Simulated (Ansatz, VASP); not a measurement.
# Two plane-wave programs on CaO

INCAR

```
SYSTEM = CaO
  ALGO = Normal
  EDIFF = 1E-7
  EDIFFG = -0.04
  ENCUT = 600
  GGA = PE
  IBRION = 2
  ISIF = 3
  ISMEAR = 0
  LASPH = .TRUE.
  LCHARG = .FALSE.
  LREAL = .FALSE.
  LWAVE = .FALSE.
  NELM = 100
  NSW = 90
  PREC = Accurate
  SIGMA = 0.1
```

The input KPOINTS:

```
k-points
0
G
  6 6 6
  0 0 0
```

File POSCAR:

```
CaO
1.0
    2.9344159944      0.0000000000      0.0000000000
    0.0000000000      2.9344159944      0.0000000000
    0.0000000000      0.0000000000      2.9344159944
Ca O
1 1
Direct
    0.5000000000      0.5000000000      0.5000000000
    0.0000000000      0.0000000000      0.0000000000
```

Input for Ansatz:

```yaml
crystal:
  lattice:
    - [2.9344159944, 0.0, 0.0]
    - [0.0, 2.9344159944, 0.0]
    - [0.0, 0.0, 2.9344159944]
  atoms:
    - { symbol: Ca, position: [0.5, 0.5, 0.5] }
    - { symbol: O, position: [0.0, 0.0, 0.0] }
basis:
  ecutwfc: 420
kpoints:
  mp_grid: { grid: [6, 6, 6] }
hamiltonian:
  xc: pbe
scf:
  occupations: { method: gaussian, width: 0.1 }
  lower_state_search: "off"
output:
  forces: true
  stress: true
  eigenvalues: true
relax:
  adjacent_minimum: "off"
  f_tol: 0.04
  max_steps: 70
  cell: { stress_tol: 0.4 }
```

Change from the starting cell: species swapped into the ZrIr type (P4/mmm, No. 123).

Alike in both runs: task relaxation of cell and atoms; functional PBE; k mesh 6 × 6 × 6; occupations gaussian, width 0.1 eV; no spin polarisation.

|  | VASP | Ansatz |
| --- | --- | --- |
| version | VASP 6.6.1 | Ansatz 0.2.0 |
| potentials or method | VASP PAW PBE potentials, release 64 (Ca_sv, O), cutoff 600 eV | scalar-relativistic, plane waves, PAW |
| valence electrons in the cell | 16 | 16 |

|  | VASP | Ansatz | Ansatz less VASP |
| --- | --- | --- | --- |
| gap on the k mesh at the Fermi level, each at its own relaxed structure (eV) | 2.77 | 2.78 | +0.012 |
| relaxed volume (Å³/atom) | 12.63 | 12.63 | 0.000 |
| relaxed cell length with the largest relative difference (Å) | 2.934 | 2.934 | 0.0000 |

Noted on VASP's run: the relaxation stopped at its first step, so nothing moved.
